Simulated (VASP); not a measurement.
Set up this calculation in VASP 6.6.1, as the native input.

- Task: single point
- Functional: PBE
- Potentials or basis: VASP PAW PBE potentials, release 64 (Pd)
- Cutoff: 520 eV
- k mesh: 24 × 24 × 24
- Occupations: fermi-dirac, width 0.0612256 eV
- Spin: no spin polarisation
- Dipole correction: no
- Further INCAR settings: ALGO = Normal; EDIFF = 1e-06; NBANDS = 11

The structure of Pd lies in POSCAR:

```
Pd
1.0
    0.0000000000      1.9444484056      1.9444484056
    1.9444484056      0.0000000000      1.9444484056
    1.9444484056      1.9444484056      0.0000000000
Pd
1
Direct
    0.0000000000      0.0000000000      0.0000000000
```

One way to write it, as run:

INCAR

```
SYSTEM = Pd
PREC = Accurate
ENCUT = 520
EDIFF = 1E-6
ISMEAR = -1
SIGMA = 0.06122561905347299
LREAL = .False.
LASPH = .True.
NELM = 80
ALGO = Normal
ISIF = 2
LWAVE = .False.
LCHARG = .False.
GGA = PE
NBANDS = 11
```

KPOINTS

```
regular mesh
0
Gamma
  24 24 24
  0 0 0
```

Potentials or basis: VASP PAW PBE potentials, release 64 (Pd).

The run is started by

```console
$ cat potpaw_PBE.64/Pd/POTCAR > POTCAR
$ mpirun -np 1 vasp_std > vasp.out
```

It gave:

| Property | Result |
| --- | --- |
| Pressure | 7.5 GPa |
| Band gap on the k mesh | zero (band 5 reaches 10.13 eV, above the bottom of band 6 at 8.54 eV) |

Run time: 25 s on 1 thread of Intel(R) Xeon(R) Platinum 8559C (Emerald Rapids) (shared host), peak memory 0.17 GiB.
